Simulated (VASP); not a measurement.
Wanted: the native input for a VASP 6.6.1 run.

| Item | Value |
| --- | --- |
| Task | relaxation of shape and atoms at fixed volume |
| Functional | PBE |
| Potentials or basis | VASP PAW PBE potentials, release 64 (Hf_pv, O) |
| Cutoff | 600 eV |
| k mesh | 6 × 6 × 4 |
| Occupations | gaussian, width 0.02 eV |
| Spin | no spin polarisation |
| Dipole correction | no |
| Further INCAR settings | ALGO = Normal; EDIFF = 1e-07; IBRION = 2; EDIFFG = -0.01; NSW = 50; ISIF = 4 |

The structure of HfO2 lies in POSCAR:

```
HfO2
1.0
    3.5399390447      0.0000000000      0.0000000000
    0.0000000000      3.5399390447      0.0000000000
    0.0000000000      0.0000000000      5.1297060201
Hf O
2 4
Direct
    0.5000000000      0.5000000000      0.5000000000
    0.0000000000      0.0000000000      0.0000000000
    0.0000000000      0.5000000000      0.6999634500
    0.5000000000      0.0000000000      0.8000365500
    0.5000000000      0.0000000000      0.3000365500
    0.0000000000      0.5000000000      0.1999634500
```

The input as run:

INCAR

```
PREC = Accurate ; ENCUT = 600
EDIFF = 1E-7 ; ISMEAR = 0
SIGMA = 0.02 ; LREAL = F
LASPH = T ; NELM = 100
ALGO = Normal ; ISIF = 4
LWAVE = F ; LCHARG = F
GGA = PE ; IBRION = 2
NSW = 50 ; EDIFFG = -0.01
```

KPOINTS

```
regular mesh
0
Gamma
  6 6 4
```

Potentials or basis: VASP PAW PBE potentials, release 64 (Hf_pv, O).

Run with:

```bash
$ cat potpaw_PBE.64/Hf_pv/POTCAR potpaw_PBE.64/O/POTCAR > POTCAR
$ mpirun -np 1 vasp_std > vasp.out
```

It gave:

```json
{"Energy gained by relaxing": "1.3 meV/atom", "Ionic steps": "4", "Pressure after relaxing": "9.1 GPa", "Largest force after relaxing": "0.009 eV/Å", "Band gap on the k mesh": "4.67 eV (least direct gap 4.79 eV)"}
```

Caveat: spin-orbit coupling is left out, which moves the levels of the heavy elements.

Wall time 66 s on 1 thread of Intel(R) Xeon(R) 6975P-C (Granite Rapids) (shared host), peak memory 0.2 GiB.
